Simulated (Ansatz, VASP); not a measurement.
Two plane-wave programs on Sn

```
CELL_PARAMETERS angstrom
-1.86737 1.86737 1.86737
1.86737 -1.86737 1.86737
1.86737 1.86737 -1.86737
ATOMIC_POSITIONS crystal
Sn 0.00000 0.00000 0.00000
```

Alike in both runs: functional PBEsol; k mesh 20 × 20 × 20; occupations gaussian, width 0.1 eV; no spin polarisation.

Ansatz relaxed the structure, and its values are those at the end. VASP's run is a single point on that final structure, the one shown.

|  | VASP | Ansatz |
| --- | --- | --- |
| version | VASP 6.6.1 | Ansatz 0.2.0 |
| potentials or method | VASP PAW PBE potentials, release 64 (Sn_d), cutoff 520 eV | scalar-relativistic, plane waves, PAW |
| valence electrons in the cell | 14 | 14 |

```csv
,VASP,Ansatz,Ansatz less VASP
gap on the k mesh at the Fermi level (eV),none,none,-
pressure (GPa),0.0,0.0,+0.01
```

VASP's potentials were made for PBE, not for PBEsol. A gap of «none» marks a metal or a gap that the smearing closes.
